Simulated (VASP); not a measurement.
# AlN (F-43m) in VASP: further runs, part 2 of 2

VASP 6.6.1. Earlier steps stand in the parts before.

### Step 4. Single point, SVWN5

This run uses another cell than the first one, of 10.21 Å³/atom, 0.984 times its volume.

INCAR reads:

```
SYSTEM = AlN
PREC = Accurate
ENCUT = 520
EDIFF = 1E-7
ISMEAR = -1
SIGMA = 0.05
LREAL = .FALSE.
LASPH = .TRUE.
NELM = 60
ALGO = Normal
ISIF = 2
LWAVE = .FALSE.
LCHARG = .TRUE.
GGA = VW
LELF = .TRUE.
LVHAR = .TRUE.
NBANDS = 11
```

KPOINTS reads:

```
Automatic mesh
0
G
  10 10 10
  0 0 0
```

POSCAR reads:

```
AlN
1.0
    0.0000000000      2.1693354430      2.1693354430
    2.1693354430      0.0000000000      2.1693354430
    2.1693354430      2.1693354430      0.0000000000
Al N
1 1
Direct
    0.0000000000      0.0000000000      0.0000000000
    0.2500000000      0.2500000000      0.2500000000
```

Potentials or basis: VASP PAW PBE potentials, release 64 (Al, N).

On the command line:

```console
$ cat potpaw_PBE.64/Al/POTCAR potpaw_PBE.64/N/POTCAR > POTCAR
$ mpirun -np 1 vasp_std > vasp.out
```

OUTCAR:

```text
SYSTEM = AlN
   PREC = Accurate
   ENCUT = 520
   EDIFF = 1E-7
   ISMEAR = -1
   LREAL = .FALSE.
   LASPH = .TRUE.
   NELM = 60
   ISIF = 2
   GGA = VW

 ion  position               nearest neighbor table
   1  0.000  0.000  0.000-   2 1.88   2 1.88   2 1.88   2 1.88
   2  0.250  0.250  0.250-   1 1.88   1 1.88   1 1.88   1 1.88

  LATTYP: Found a face centered cubic cell.
 ALAT       =     4.3386708860

  Lattice vectors:

[... 521 lines left out ...]

------------------------ aborting loop because EDIFF is reached ----------------------------------------

  FORCE on cell =-STRESS in cart. coord.  units (eV):
  Direction    XX          YY          ZZ          XY          YZ          ZX
  --------------------------------------------------------------------------------------
  -------------------------------------------------------------------------------------
  Total        0.1687059      0.1687059      0.1687059      0.0000000     -0.0000000      0.0000000
  in kB       13.2382513     13.2382513     13.2382513      0.0000000     -0.0000000      0.0000000
  external PRESSURE =      13.2382513 kB  Pullay stress =       0.0000000 kB

 VOLUME and BASIS-vectors are now :
 -----------------------------------------------------------------------------
  energy-cutoff  :      520.00
  volume of cell :       20.42
      direct lattice vectors                 reciprocal lattice vectors
     0.000000000  2.169335443  2.169335443    -0.230485332  0.230485332  0.230485332
     2.169335443  0.000000000  2.169335443     0.230485332 -0.230485332  0.230485332
     2.169335443  2.169335443  0.000000000     0.230485332  0.230485332 -0.230485332

 POSITION                                       TOTAL-FORCE (eV/Angst)
 -----------------------------------------------------------------------------------
      0.00000      0.00000      0.00000         0.000000      0.000000      0.000000
      1.08467      1.08467      1.08467        -0.000000     -0.000000     -0.000000
 -----------------------------------------------------------------------------------
    total drift:                                0.000000      0.000000      0.000000

  FREE ENERGIE OF THE ION-ELECTRON SYSTEM (eV)
  ---------------------------------------------------
  free  energy   TOTEN  =       -16.3638499825 eV

  energy  without entropy=      -16.3638499825  energy(sigma->0) =      -16.36384998
```

OSZICAR:

```text
N       E                     dE             d eps       ncg     rms          rms(c)
DAV:   1     0.101730205964E+02    0.10173E+02   -0.38373E+03  1042   0.601E+02
DAV:   2    -0.178500926232E+02   -0.28023E+02   -0.26734E+02  1262   0.139E+02
DAV:   3    -0.187702514049E+02   -0.92016E+00   -0.91908E+00  1276   0.241E+01
DAV:   4    -0.187745666266E+02   -0.43152E-02   -0.43149E-02  1163   0.183E+00
DAV:   5    -0.187746144118E+02   -0.47785E-04   -0.47785E-04  1279   0.186E-01    0.837E+00
DAV:   6    -0.164295380098E+02    0.23451E+01   -0.11663E+01  1218   0.169E+01    0.272E+00
DAV:   7    -0.163921828966E+02    0.37355E-01   -0.15703E-01  1142   0.312E+00    0.195E+00
DAV:   8    -0.163651121236E+02    0.27071E-01   -0.35497E-02  1202   0.164E+00    0.529E-01
DAV:   9    -0.163638604719E+02    0.12517E-02   -0.35634E-03  1214   0.373E-01    0.207E-01
DAV:  10    -0.163638502373E+02    0.10235E-04   -0.17192E-04  1180   0.941E-02    0.837E-03
DAV:  11    -0.163638500412E+02    0.19611E-06   -0.40976E-06  1344   0.115E-02    0.101E-02
DAV:  12    -0.163638499825E+02    0.58744E-07   -0.16741E-07   918   0.349E-03
   1 F= -.16363850E+02 E0= -.16363850E+02  d E =-.148594E-10
```

stdout:

```text
POSCAR found type information on POSCAR AlN
 POSCAR found :  2 types and       2 ions
 scaLAPACK will be used
 -----------------------------------------------------------------------------
|                                                                             |
|                                                                             |
|     You enforced a specific xc type in the INCAR file but a different       |
|     I HOPE YOU KNOW WHAT YOU ARE DOING!                                     |
|                                                                             |
 -----------------------------------------------------------------------------

 LDA part: xc-table for (Slater(with rela. corr.)+VWN5), standard interpolation
 POSCAR, INCAR and KPOINTS ok, starting setup
 FFT: planning ... GRIDC
 FFT: planning ... GRID_SOFT
 FFT: planning ... GRID
 WAVECAR not read
 entering main loop
```

Run time: 8.3 s. Hardware: 1 thread of Intel Xeon 8259CL, shared host; peak memory 0.12 GiB.

What came out:

| Item | Value |
| --- | --- |
| Free energy | -16.3638 eV |
| Pressure | 1.3 GPa |
| Band gap on the k mesh | 3.24 eV, indirect (least direct gap 4.41 eV) |

Caveat: the PAW data sets were made with another functional, which shifts forces and pressure a little. A k mesh can miss the band edges.

### Step 5. Single point, SVWN5

This run uses another cell than the first one, of 10.42 Å³/atom, 1.005 times its volume.

INCAR reads:

```
SYSTEM = AlN
ALGO = Normal
EDIFF = 1E-7
ENCUT = 520
GGA = VW
ISIF = 2
ISMEAR = -1
LASPH = .TRUE.
LCHARG = .TRUE.
LELF = .TRUE.
LREAL = .FALSE.
LVHAR = .TRUE.
LWAVE = .FALSE.
NBANDS = 11
NELM = 80
PREC = Accurate
SIGMA = 0.05
```

KPOINTS reads:

```
k-points
0
G
  10 10 10
  0 0 0
```

POSCAR reads:

```
AlN
1.0
    0.0000000000      2.1839935596      2.1839935596
    2.1839935596      0.0000000000      2.1839935596
    2.1839935596      2.1839935596      0.0000000000
Al N
1 1
Direct
    0.0000000000      0.0000000000      0.0000000000
    0.2500000000      0.2500000000      0.2500000000
```

On the command line:

```console
$ cat potpaw_PBE.64/Al/POTCAR potpaw_PBE.64/N/POTCAR > POTCAR
$ mpirun -np 1 vasp_std > vasp.out
```

Run time: 8.3 s. Hardware: 1 thread of Intel Xeon 8259CL, shared host; peak memory 0.13 GiB.

It converged, with:

```yaml
Free_energy: -16.3620 eV
Pressure: -2.9 GPa
Band_gap_on_the_k_mesh: 3.23 eV, indirect (least direct gap 4.23 eV)
```

Levels at points of the mesh, in eV from the valence-band top:
| k point | band 1 | band 2 | band 3 | band 4 | band 5 | band 6 | band 7 | band 8 | band 9 |
| --- | --- | --- | --- | --- | --- | --- | --- | --- | --- |
| (0.00, 0.00, 0.00) | -14.83 | 0.00 | 0.00 | 0.00 | 4.23 | 12.36 | 12.36 | 12.36 | 17.59 |
| (0.50, 0.00, 0.00) | -12.71 | -5.91 | -0.49 | -0.49 | 7.27 | 9.76 | 10.99 | 10.99 | 17.74 |
| (0.50, 0.50, 0.00) | -12.05 | -4.96 | -1.80 | -1.80 | 3.23 | 8.42 | 13.74 | 15.51 | 15.51 |

Caveat: the PAW data sets were made with another functional, which shifts forces and pressure a little.

### Step 6. Single point, SVWN5

This run uses another cell than the first one, of 10.63 Å³/atom, 1.025 times its volume.

INCAR reads:

```
SYSTEM = AlN
PREC = Accurate ; ENCUT = 520
EDIFF = 1E-6 ; ISMEAR = -1
SIGMA = 0.05 ; LREAL = .False.
LASPH = .True. ; NELM = 100
ALGO = Normal ; ISIF = 2
LWAVE = .False. ; LCHARG = .False.
GGA = VW ; NBANDS = 11
```

KPOINTS reads:

```
Automatic mesh
0
Gamma
  10 10 10
  0 0 0
```

POSCAR reads:

```
AlN
1.0
    0.0000000000      2.1984575146      2.1984575146
    2.1984575146      0.0000000000      2.1984575146
    2.1984575146      2.1984575146      0.0000000000
Al N
1 1
Direct
    0.0000000000      0.0000000000      0.0000000000
    0.2500000000      0.2500000000      0.2500000000
```

Potentials or basis: VASP PAW PBE potentials, release 64 (Al, N).

On the command line:

```console
$ cat potpaw_PBE.64/Al/POTCAR potpaw_PBE.64/N/POTCAR > POTCAR
$ mpirun -np 1 vasp_std > vasp.out
```

Wall time 5.9 s (1 thread of Intel Xeon 8259CL, shared host); peak memory 0.13 GiB.

The run converged. Its results:

```yaml
Free_energy: -16.3498 eV
Pressure: -6.7 GPa
Band_gap_on_the_k_mesh: 3.22 eV, indirect (least direct gap 4.05 eV)
```

Levels at points of the mesh, in eV from the valence-band top:
```
           k point  band 2  band 3  band 4  band 5  band 6  band 7
(0.00, 0.00, 0.00)    0.00    0.00    0.00    4.05   12.16   12.16
(0.50, 0.00, 0.00)   -5.83   -0.48   -0.48    7.09    9.63   10.86
(0.50, 0.50, 0.00)   -4.90   -1.77   -1.77    3.22    8.30   13.48
```

Caveat: the PAW data sets were made with another functional, which shifts forces and pressure a little. A k mesh can miss the band edges.

### Step 7. Overview

| level | cell | gap on the mesh (eV) | pressure (GPa) |
| --- | --- | --- | --- |
| revPBE+D3(BJ) | a = 3.084 Å, angles 60.0°, 2 atoms | 3.35 | -0.6 |
| SVWN5 | a = 3.047 Å, angles 60.0°, 2 atoms | 3.25 | 6.0 |
| SVWN5 | a = 3.068 Å, angles 60.0°, 2 atoms | 3.24 | 1.3 |
| SVWN5 | a = 3.089 Å, angles 60.0°, 2 atoms | 3.23 | -2.9 |
| SVWN5 | a = 3.109 Å, angles 60.0°, 2 atoms | 3.22 | -6.7 |

Alike in all rows: task single point; potentials or basis VASP PAW PBE potentials, release 64 (Al, N); no spin polarisation; k mesh 10 × 10 × 10; cutoff (eV) 520; smearing fermi-dirac 0.05 eV.

Caveats: the PAW data sets were made with another functional, which shifts forces and pressure a little.

Total energies depend on the potentials used, so only differences within one code and one set of settings carry meaning.
